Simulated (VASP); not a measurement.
# KBr in VASP: further runs

Runs on KBr. Level: r2SCAN. Tasks: single point.

Program: VASP 6.6.1. These are calculated values, not measurements. Logs are shortened: lines on timing, memory, paths and dates and some standing lists are left out, and cuts for length are marked.

## Step 1: The cell of the first run

Symmetry: Fm-3m, No. 225, cubic system. The conventional cell has a = 6.256 Å, b = 6.256 Å, c = 6.256 Å, α = 90.00°, β = 90.00°, γ = 90.00°. Within 4.1 Å of K (site symmetry m-3m) lie 6 Br at 3.13 Å. Br (site symmetry m-3m) has 6 K at 3.13 Å within 4.1 Å.

## Step 2: Single point, r2SCAN (strain -0.050 along x and y, -0.050 along z)

File POSCAR:

```
KBr
1.0
    0.0000000000      3.1278750000      3.1278750000
    3.1278750000      0.0000000000      3.1278750000
    3.1278750000      3.1278750000      0.0000000000
K Br
1 1
Direct
    0.0000000000      0.0000000000      0.0000000000
    0.5000000000      0.5000000000      0.5000000000
```

File INCAR.step1:

```
ALGO = Normal
EDIFF = 1E-4
ENCUT = 520
GGA = PE
ISMEAR = 0
LASPH = T
LCHARG = F
LREAL = F
LWAVE = T
NBANDS = 15
NELM = 100
PREC = Accurate
SIGMA = 0.05
```

File INCAR.step2:

```
ALGO = Normal
EDIFF = 1E-6
ENCUT = 520
ISIF = 2
ISMEAR = 0
ISTART = 1
LASPH = T
LCHARG = F
LMIXTAU = T
LREAL = F
LWAVE = F
METAGGA = R2SCAN
NBANDS = 15
NELM = 100
PREC = Accurate
SIGMA = 0.05
```

File KPOINTS:

```
k-points
0
Gamma
  6 6 6
```

Potentials or basis: VASP PAW PBE potentials, release 64 (K_sv, Br).

Command:

```console
> cat potpaw_PBE.64/K_sv/POTCAR potpaw_PBE.64/Br/POTCAR > POTCAR
> cp INCAR.step1 INCAR
> mpirun -np 1 vasp_std > vasp.out
> cp INCAR.step2 INCAR
> mpirun -np 1 vasp_std > vasp.out
```

OUTCAR:

```text
EDIFF = 1E-6
   ENCUT = 520
   ISIF = 2
   ISMEAR = 0
   ISTART = 1
   LASPH = T
   LREAL = F
   METAGGA = R2SCAN
   NELM = 100
   PREC = Accurate

 ion  position               nearest neighbor table
   1  0.000  0.000  0.000-   2 3.13   2 3.13   2 3.13   2 3.13   2 3.13   2 3.13
   2  0.500  0.500  0.500-   1 3.13   1 3.13   1 3.13   1 3.13   1 3.13   1 3.13

  LATTYP: Found a face centered cubic cell.
 ALAT       =     6.2557500000

  Lattice vectors:

 A1 = (   0.0000000000,   3.1278750000,   3.1278750000)
 A2 = (   3.1278750000,   0.0000000000,   3.1278750000)
 A3 = (   3.1278750000,   3.1278750000,   0.0000000000)

Analysis of symmetry for initial positions (statically):
=====================================================================
 Subroutine PRICEL returns:
 Original cell was already a primitive cell.

 Routine SETGRP: Setting up the symmetry group for a
 face centered cubic supercell.

 Subroutine GETGRP returns: Found 48 space group operations
 (whereof 48 operations were pure point group operations)
 out of a pool of 48 trial point group operations.

The static configuration has the point symmetry O_h .

Analysis of symmetry for dynamics (positions and initial velocities):
=====================================================================
 Subroutine PRICEL returns:
 Original cell was already a primitive cell.

 Routine SETGRP: Setting up the symmetry group for a
 face centered cubic supercell.

 Subroutine GETGRP returns: Found 48 space group operations
 (whereof 48 operations were pure point group operations)
 out of a pool of 48 trial point group operations.

The dynamic configuration has the point symmetry O_h .

 Subroutine INISYM returns: Found 48 space group operations
 (whereof 48 operations are pure point group operations),
 and found     1 'primitive' translations

----------------------------------------------------------------------------------------

                                     Primitive cell

  volume of cell :      61.2038

  direct lattice vectors                    reciprocal lattice vectors
     0.000000000  3.127875000  3.127875000    -0.159852935  0.159852935  0.159852935
     3.127875000  0.000000000  3.127875000     0.159852935 -0.159852935  0.159852935
     3.127875000  3.127875000  0.000000000     0.159852935  0.159852935 -0.159852935

  length of vectors
     4.423483246  4.423483246  4.423483246     0.276873406  0.276873406  0.276873406

  position of ions in fractional coordinates (direct lattice)
     0.000000000  0.000000000  0.000000000
     0.500000000  0.500000000  0.500000000

  ion indices of the primitive-cell ions
   primitive index   ion index
                 1           1
                 2           2

----------------------------------------------------------------------------------------

 KPOINTS: k-points

Automatic generation of k-mesh.
 Grid dimensions read from file:
 generate k-points for:    6    6    6

 Generating k-lattice:

  Cartesian coordinates                     Fractional coordinates (reciprocal lattice)
    -0.026642156  0.026642156  0.026642156     0.166666667  0.000000000  0.000000000
     0.026642156 -0.026642156  0.026642156     0.000000000  0.166666667  0.000000000
     0.026642156  0.026642156 -0.026642156     0.000000000  0.000000000  0.166666667

  Length of vectors
     0.046145568  0.046145568  0.046145568

  Shift w.r.t. Gamma in fractional coordinates (k-lattice)
     0.000000000  0.000000000  0.000000000

 Subroutine IBZKPT returns following result:
 ===========================================

 Found     16 irreducible k-points:

 Following reciprocal coordinates:
            Coordinates               Weight
  0.000000  0.000000  0.000000      1.000000
  0.166667  0.000000  0.000000      8.000000
  0.333333  0.000000  0.000000      8.000000
  0.500000  0.000000  0.000000      4.000000
  0.166667  0.166667  0.000000      6.000000
  0.333333  0.166667  0.000000     24.000000
[... 8 lines left out ...]
 -0.333333  0.333333  0.166667     24.000000
 -0.333333  0.500000  0.166667     12.000000
   k-points           NKPTS =     16   k-points in BZ     NKDIM =     16   number of bands    NBANDS=     15
   number of dos      NEDOS =    301   number of ions     NIONS =      2
   total plane-waves  NPLWV =  46656
   dimension x,y,z NGX =    36 NGY =   36 NGZ =   36
   dimension x,y,z NGXF=    72 NGYF=   72 NGZF=   72
   ions per type =               1   1
   NGX,Y,Z   is equivalent  to a cutoff of  13.53, 13.53, 13.53 a.u.
   NGXF,Y,Z  is equivalent  to a cutoff of  27.06, 27.06, 27.06 a.u.
 SYSTEM =  unknown system
   PREC   = accura    normal or accurate (medium, high low for compatibility)
   ISTART =      1    job   : 0-new  1-cont  2-samecut
   ICHARG =      0    charge: 1-file 2-atom 10-const
   ISPIN  =      1    spin polarized calculation?
   LNONCOLLINEAR =      F non collinear calculations
   LSORBIT =      F    spin-orbit coupling
[... 31 lines left out ...]
   IVDW    =     0    specifies the selected vdW correction
   LEPSILON=     F    determine dielectric tensor
   LRPA    =     F    only Hartree local field effects (RPA)
 non-spin polarized calculation
 Gauss-broadening in eV      SIGMA  =   0.05
  energy-cutoff  :      520.00
  volume of cell :       61.20
 maximum number of plane-waves:      1676
 NGX is ok and might be reduce to    36
   NGX = 17   NGY = 17   NGZ = 17

 number of electron      15.9999999 magnetization

 Free energy of the ion-electron system (eV)
  ---------------------------------------------------
  ext. energy  EPLUGINS =         0.00000000
  ---------------------------------------------------
  free energy    TOTEN  =       -23.13134452 eV

  energy without entropy =      -23.13134452  energy(sigma->0) =      -23.13134452

 E-fermi :  -1.0965     XC(G=0):  -8.4643

 val. band max:       -1.4268370111   @ k =   0.0000   0.0000   0.0000
 cond. band min:       4.1667939045   @ k =   0.0000   0.0000   0.0000
 fundamental gap:      5.5936309156
 Fermi energy:        -1.0964991885

 k-point     1 :       0.0000    0.0000    0.0000
  band No.  band energies     occupation
      1     -30.0087      2.00000
      2     -14.3910      2.00000
      3     -12.7294      2.00000
      4     -12.7294      2.00000
      5     -12.7294      2.00000
      6      -1.4269      2.00000
      7      -1.4269      2.00000
      8      -1.4268      2.00000
      9       4.1668      0.00000
     10       6.7739      0.00000
     11       6.7739      0.00000
     12       6.7739      0.00000
     13       7.8629      0.00000
     14       7.8629      0.00000
     15      11.0578      0.00000

 k-point     2 :       0.1667    0.0000    0.0000
  band No.  band energies     occupation
      1     -30.0054      2.00000
      2     -14.4593      2.00000
      3     -12.7310      2.00000
      4     -12.7310      2.00000
      5     -12.6297      2.00000
      6      -1.8944      2.00000
      7      -1.5583      2.00000
      8      -1.5583      2.00000
      9       4.9123      0.00000
     10       6.6500      0.00000
     11       7.1699      0.00000
     12       7.1699      0.00000
     13       8.3441      0.00000
     14       8.3441      0.00000
     15      12.1992      0.00000

 k-point     3 :       0.3333    0.0000    0.0000
  band No.  band energies     occupation
      1     -29.9988      2.00000
      2     -14.5784      2.00000
      3     -12.7341      2.00000
      4     -12.7341      2.00000
      5     -12.4454      2.00000
      6      -2.6372      2.00000
      7      -1.8009      2.00000
      8      -1.8008      2.00000
      9       5.8126      0.00000
     10       7.3513      0.00000
     11       8.2387      0.00000
     12       8.2387      0.00000
     13       9.5458      0.00000
     14       9.5459      0.00000
     15      11.8751      0.00000
[... 199 lines left out ...]
 k-point    15 :      -0.3333    0.3333    0.1667
  band No.  band energies     occupation
      1     -29.9926      2.00000
      2     -14.4463      2.00000
      3     -12.8210      2.00000
      4     -12.7965      2.00000
      5     -12.5439      2.00000
      6      -2.4852      2.00000
      7      -2.1000      2.00000
      8      -1.9620      2.00000
      9       6.5597      0.00000
     10       6.9205      0.00000
     11       8.6733      0.00000
     12       9.1537      0.00000
     13      10.1505      0.00000
     14      10.7286      0.00000
     15      11.3890      0.00000

 k-point    16 :      -0.3333    0.5000    0.1667
  band No.  band energies     occupation
      1     -29.9917      2.00000
      2     -14.3411      2.00000
      3     -12.8750      2.00000
      4     -12.8227      2.00000
      5     -12.6360      2.00000
      6      -2.2995      2.00000
      7      -2.0574      2.00000
      8      -1.9833      2.00000
      9       5.6255      0.00000
     10       7.8560      0.00000
     11       8.0172      0.00000
     12       9.3069      0.00000
     13       9.8946      0.00000
     14      10.6586      0.00000
     15      11.5175      0.00000

------------------------ aborting loop because EDIFF is reached ----------------------------------------

  FORCE on cell =-STRESS in cart. coord.  units (eV):
  Direction    XX          YY          ZZ          XY          YZ          ZX
  --------------------------------------------------------------------------------------
  -------------------------------------------------------------------------------------
  Total        1.5182223      1.5182223      1.5182223     -0.0000000      0.0000000      0.0000000
  in kB       39.7436539     39.7436539     39.7436539     -0.0000000      0.0000000      0.0000000
  external PRESSURE =      39.7436539 kB  Pullay stress =       0.0000000 kB

 VOLUME and BASIS-vectors are now :
 -----------------------------------------------------------------------------
  energy-cutoff  :      520.00
  volume of cell :       61.20
      direct lattice vectors                 reciprocal lattice vectors
     0.000000000  3.127875000  3.127875000    -0.159852935  0.159852935  0.159852935
     3.127875000  0.000000000  3.127875000     0.159852935 -0.159852935  0.159852935
     3.127875000  3.127875000  0.000000000     0.159852935  0.159852935 -0.159852935

 POSITION                                       TOTAL-FORCE (eV/Angst)
 -----------------------------------------------------------------------------------
      0.00000      0.00000      0.00000        -0.000000      0.000000     -0.000000
      3.12787      3.12787      3.12787         0.000000     -0.000000      0.000000
 -----------------------------------------------------------------------------------
    total drift:                                0.000000      0.000000      0.000000

  FREE ENERGIE OF THE ION-ELECTRON SYSTEM (eV)
  ---------------------------------------------------
  free  energy   TOTEN  =       -23.1313445248 eV

  energy  without entropy=      -23.1313445248  energy(sigma->0) =      -23.13134452
```

Run time: 29 s. Hardware: 1 thread of Intel Xeon 6975P-C (Granite Rapids), shared host; peak memory 0.21 GiB.

Results:

- Free energy: -23.1313 eV
- Pressure: 4.0 GPa
- Band gap on the k mesh: 5.59 eV, direct

Levels at points of the mesh, in eV from the valence-band top:
```tsv
k point	band 4	band 5	band 6	band 7	band 8	band 9	band 10	band 11	band 12	band 13
(0.00, 0.00, 0.00)	-11.30	-11.30	0.00	0.00	0.00	5.59	8.20	8.20	8.20	9.29
(0.50, 0.00, 0.00)	-11.31	-10.93	-1.53	-0.49	-0.49	7.48	9.44	10.93	10.93	11.31
(0.50, 0.50, 0.00)	-11.37	-11.37	-0.99	-0.35	-0.35	6.11	8.67	10.42	11.12	11.16
```

Caveat: the cell differs from its parent crystal (strain -0.050 along x and y, -0.050 along z); the PAW data sets were made with another functional, which shifts forces and pressure a little.

## Step 3: Single point, r2SCAN (strain +0.050 along x and y, +0.050 along z)

File POSCAR:

```
KBr
1.0
    0.0000000000      3.4571250000      3.4571250000
    3.4571250000      0.0000000000      3.4571250000
    3.4571250000      3.4571250000      0.0000000000
K Br
1 1
Direct
    0.0000000000      0.0000000000      0.0000000000
    0.5000000000      0.5000000000      0.5000000000
```

File INCAR.step1:

```
PREC = Accurate ; ENCUT = 520
ISMEAR = 0 ; SIGMA = 0.05
LREAL = F ; LASPH = T
NELM = 100 ; NBANDS = 15
GGA = PE ; ALGO = Normal
EDIFF = 1E-4 ; LWAVE = T
LCHARG = F
```

File INCAR.step2:

```
PREC = Accurate ; ENCUT = 520
EDIFF = 1E-6 ; ISMEAR = 0
SIGMA = 0.05 ; LREAL = F
LASPH = T ; NELM = 100
ALGO = Normal ; ISIF = 2
LWAVE = F ; LCHARG = F
METAGGA = R2SCAN ; LMIXTAU = T
NBANDS = 15 ; ISTART = 1
```

File KPOINTS:

```
regular mesh
0
Gamma
  6 6 6
```

Potentials or basis: VASP PAW PBE potentials, release 64 (K_sv, Br).

Command:

```console
> cat potpaw_PBE.64/K_sv/POTCAR potpaw_PBE.64/Br/POTCAR > POTCAR
> cp INCAR.step1 INCAR
> mpirun -np 1 vasp_std > vasp.out
> cp INCAR.step2 INCAR
> mpirun -np 1 vasp_std > vasp.out
```

Wall time 35 s (1 thread of Intel Xeon 6975P-C (Granite Rapids), shared host); peak memory 0.21 GiB.

The run converged. Its results:

* Free energy: -23.1920 eV
* Pressure: -1.6 GPa
* Band gap on the k mesh: 4.72 eV, direct

Levels at points of the mesh, in eV from the valence-band top:
```csv
k point,band 4,band 5,band 6,band 7,band 8,band 9,band 10,band 11,band 12,band 13
"(0.00, 0.00, 0.00)",-11.90,-11.90,0.00,0.00,0.00,4.72,8.19,8.19,8.19,9.08
"(0.50, 0.00, 0.00)",-11.91,-11.71,-0.91,-0.23,-0.23,6.83,8.33,10.15,10.15,10.37
"(0.50, 0.50, 0.00)",-11.92,-11.92,-0.68,-0.24,-0.24,6.48,7.52,9.36,9.96,10.06
```

Caveat: the cell differs from its parent crystal (strain +0.050 along x and y, +0.050 along z); the PAW data sets were made with another functional, which shifts forces and pressure a little.

## Step 4: Single point, r2SCAN (strain -0.050 along x and y, -0.025 along z)

File POSCAR:

```
KBr
1.0
    0.0000000000      3.1278750000      3.2101875000
    3.1278750000      0.0000000000      3.2101875000
    3.1278750000      3.1278750000      0.0000000000
K Br
1 1
Direct
    0.0000000000      0.0000000000      0.0000000000
    0.5000000000      0.5000000000      0.5000000000
```

File INCAR.step1:

```
SYSTEM = KBr
PREC = Accurate
ENCUT = 520
ISMEAR = 0
SIGMA = 0.05
LREAL = .FALSE.
LASPH = .TRUE.
NELM = 80
NBANDS = 15
GGA = PE
ALGO = Normal
EDIFF = 1E-4
LWAVE = .TRUE.
LCHARG = .FALSE.
```

File INCAR.step2:

```
SYSTEM = KBr
PREC = Accurate
ENCUT = 520
EDIFF = 1E-6
ISMEAR = 0
SIGMA = 0.05
LREAL = .FALSE.
LASPH = .TRUE.
NELM = 80
ALGO = Normal
ISIF = 2
LWAVE = .FALSE.
LCHARG = .TRUE.
METAGGA = R2SCAN
LMIXTAU = .TRUE.
LELF = .TRUE.
LVHAR = .TRUE.
NBANDS = 15
ISTART = 1
```

File KPOINTS:

```
Automatic mesh
0
G
  6 6 6
  0 0 0
```

Command:

```console
> cat potpaw_PBE.64/K_sv/POTCAR potpaw_PBE.64/Br/POTCAR > POTCAR
> cp INCAR.step1 INCAR
> mpirun -np 1 vasp_std > vasp.out
> cp INCAR.step2 INCAR
> mpirun -np 1 vasp_std > vasp.out
```

It took 51 s on 1 thread of Intel Xeon 6975P-C (Granite Rapids), shared host; peak memory 0.22 GiB.

Results (log left out):

| Property | Result |
| --- | --- |
| Free energy | -23.1615 eV |
| Pressure | 3.2 GPa |
| Band gap on the k mesh | 5.49 eV, direct |

Stress tensor (GPa, compression positive):
```
3.75 0.00 0.00
0.00 3.75 0.00
0.00 0.00 2.07
```

Levels at points of the mesh, in eV from the valence-band top:
| k point | band 4 | band 5 | band 6 | band 7 | band 8 | band 9 | band 10 | band 11 | band 12 | band 13 |
| --- | --- | --- | --- | --- | --- | --- | --- | --- | --- | --- |
| (0.00, 0.00, 0.00) | -11.36 | -11.35 | -0.03 | 0.00 | 0.00 | 5.49 | 8.08 | 8.26 | 8.26 | 9.21 |
| (0.50, 0.00, 0.00) | -11.36 | -11.00 | -1.47 | -0.48 | -0.46 | 7.41 | 9.34 | 10.86 | 10.87 | 11.11 |
| (0.50, 0.50, 0.00) | -11.41 | -11.41 | -1.02 | -0.31 | -0.31 | 6.18 | 8.55 | 10.34 | 10.86 | 11.04 |
| (0.50, 0.00, 0.50) | -11.42 | -11.41 | -0.96 | -0.37 | -0.36 | 6.14 | 8.55 | 10.41 | 10.97 | 11.07 |

Caveat: the cell differs from its parent crystal (strain -0.050 along x and y, -0.025 along z); the PAW data sets were made with another functional, which shifts forces and pressure a little.

## Step 5: Single point, r2SCAN (strain -0.050 along x and y, +0.000 along z)

File POSCAR:

```
KBr
1.0
    0.0000000000      3.1278750000      3.2925000000
    3.1278750000      0.0000000000      3.2925000000
    3.1278750000      3.1278750000      0.0000000000
K Br
1 1
Direct
    0.0000000000      0.0000000000      0.0000000000
    0.5000000000      0.5000000000      0.5000000000
```

File INCAR.step1:

```
SYSTEM = KBr
ALGO = Normal ; EDIFF = 1E-4
ENCUT = 520 ; GGA = PE
ISMEAR = 0 ; LASPH = .TRUE.
LCHARG = .FALSE. ; LREAL = .FALSE.
LWAVE = .TRUE. ; NBANDS = 15
NELM = 80 ; PREC = Accurate
SIGMA = 0.05
```

File INCAR.step2:

```
SYSTEM = KBr
ALGO = Normal ; EDIFF = 1E-6
ENCUT = 520 ; ISIF = 2
ISMEAR = 0 ; ISTART = 1
LASPH = .TRUE. ; LCHARG = .FALSE.
LMIXTAU = .TRUE. ; LREAL = .FALSE.
LWAVE = .FALSE. ; METAGGA = R2SCAN
NBANDS = 15 ; NELM = 80
PREC = Accurate ; SIGMA = 0.05
```

File KPOINTS:

```
k-points
0
G
  6 6 6
  0 0 0
```

Command:

```console
> cat potpaw_PBE.64/K_sv/POTCAR potpaw_PBE.64/Br/POTCAR > POTCAR
> cp INCAR.step1 INCAR
> mpirun -np 1 vasp_std > vasp.out
> cp INCAR.step2 INCAR
> mpirun -np 1 vasp_std > vasp.out
```

Run time: 52 s. Hardware: 1 thread of Intel Xeon 6975P-C (Granite Rapids), shared host; peak memory 0.22 GiB.

The run converged. Its results:

```
Free energy            : -23.1753 eV
Pressure               : 2.6 GPa
Band gap on the k mesh : 5.38 eV, direct
```

Stress tensor (GPa, compression positive):
```
3.54 0.00 0.00
0.00 3.54 0.00
0.00 0.00 0.69
```

Levels at points of the mesh, in eV from the valence-band top:
| k point | band 6 | band 7 | band 8 | band 9 | band 10 | band 11 |
| --- | --- | --- | --- | --- | --- | --- |
| (0.00, 0.00, 0.00) | -0.06 | 0.00 | 0.00 | 5.38 | 7.98 | 8.33 |
| (0.50, 0.00, 0.00) | -1.43 | -0.47 | -0.45 | 7.34 | 9.24 | 10.79 |
| (0.50, 0.50, 0.00) | -1.03 | -0.28 | -0.28 | 6.24 | 8.45 | 10.26 |
| (0.50, 0.00, 0.50) | -0.92 | -0.38 | -0.38 | 6.16 | 8.43 | 10.40 |

Caveat: the cell differs from its parent crystal (strain -0.050 along x and y, +0.000 along z); the PAW data sets were made with another functional, which shifts forces and pressure a little.

## Step 6: Summary

| cell | gap on the mesh (eV) | pressure (GPa) |
| --- | --- | --- |
| a = 4.423 Å, angles 60.0°, 2 atoms | 5.59 | 4.0 |
| a = 4.889 Å, angles 60.0°, 2 atoms | 4.72 | -1.6 |
| a = 4.482, b = 4.482, c = 4.423 Å, angles 60.4, 60.4, 59.1°, 2 atoms | 5.49 | 3.2 |
| a = 4.541, b = 4.541, c = 4.423 Å, angles 60.9, 60.9, 58.3°, 2 atoms | 5.38 | 2.6 |

Alike in all rows: task single point; level r2SCAN; potentials or basis VASP PAW PBE potentials, release 64 (K_sv, Br); no spin polarisation; k mesh 6 × 6 × 6; cutoff (eV) 520; smearing gaussian 0.05 eV.

Caveats: the PAW data sets were made with another functional, which shifts forces and pressure a little.

Absolute energies hang on the potentials; compare differences alone.
